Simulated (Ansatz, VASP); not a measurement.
**Zn3SeS2 in VASP and in Ansatz**

```
Zn Se S
1.0
     3.91289   -0.00031    0.00023
    -1.95671    3.38860   -0.00015
     0.00109   -0.00012   19.26615
Zn Se S
6 2 4
Direct
  0.33344 0.66663 0.00685
  0.33322 0.66671 0.33016
  0.33312 0.66681 0.66843
  0.66677 0.33333 0.16842
  0.66650 0.33331 0.50686
  0.66691 0.33324 0.83018
  0.33321 0.66661 0.45914
  0.66675 0.33333 0.95914
  0.33348 0.66663 0.12915
  0.33360 0.66656 0.79125
  0.66654 0.33338 0.29124
  0.66647 0.33345 0.62916
```

Change from the starting cell: cell x1, atoms moved at random (sigma 0.1 Å) and cell strained at random (1.5 %), then relaxed without symmetry.

Alike in both runs: functional PBE; k mesh 6 × 6 × 1; occupations gaussian, width 0.1 eV; no spin polarisation.

Ansatz relaxed the structure, and its values are those at the end. VASP's run is a single point on that final structure, the one shown.

|  | VASP | Ansatz |
| --- | --- | --- |
| version | VASP 6.6.1 | Ansatz 0.2.0 |
| potentials or method | VASP PAW PBE potentials, release 64 (Zn, Se, S), cutoff 520 eV | scalar-relativistic, plane waves, PAW |
| valence electrons in the cell | 108 | 128 |

|  | VASP | Ansatz | Ansatz less VASP |
| --- | --- | --- | --- |
| gap on the k mesh at the Fermi level (eV) | 1.48 | 1.48 | +0.001 |
| least direct gap on the mesh (eV) | 1.48 | 1.48 | +0.001 |
| pressure (GPa) | 0.2 | 0.0 | -0.17 |

VASP's potentials hold 108 valence electrons a cell and Ansatz's 128, so a difference there can come from the potentials and not from the codes.
